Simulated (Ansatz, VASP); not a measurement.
# One calculation of ZnS, two programs

```
Zn S
1.0
     3.82300    0.00000    0.00000
    -1.91150    3.31082    0.00000
     0.00000    0.00000    6.26100
Zn S
2 2
Direct
  0.33333 0.66667 0.00000
  0.66667 0.33333 0.50000
  0.33333 0.66667 0.50000
  0.66667 0.33333 0.00000
```

Alike in both runs: task relaxation of cell and atoms; functional PBEsol; k mesh 3 × 3 × 2; occupations gaussian, width 0.02 eV; no spin polarisation.

|  | VASP | Ansatz |
| --- | --- | --- |
| version | VASP 6.6.1 | Ansatz 0.2.0 |
| potentials or method | VASP PAW PBE potentials, release 64 (Zn, S), cutoff 500 eV | scalar-relativistic, plane waves, PAW |
| valence electrons in the cell | 36 | 36 |

Ansatz gave:

```
gap on the k mesh at the Fermi level, each at its own relaxed structure (eV) : 0.87
relaxed volume (Å³/atom)                                                     : 19.07
relaxed cell length with the largest relative difference (Å)                 : 3.986
```

Problem. Estimate VASP's values.

Solution. gap on the k mesh at the Fermi level, each at its own relaxed structure (eV): 0.86; relaxed volume (Å³/atom): 19.11; relaxed cell length with the largest relative difference (Å): 3.989.

VASP's potentials were made for PBE, not for PBEsol.

The k mesh is coarse, so the values compare programs but aren't converged.
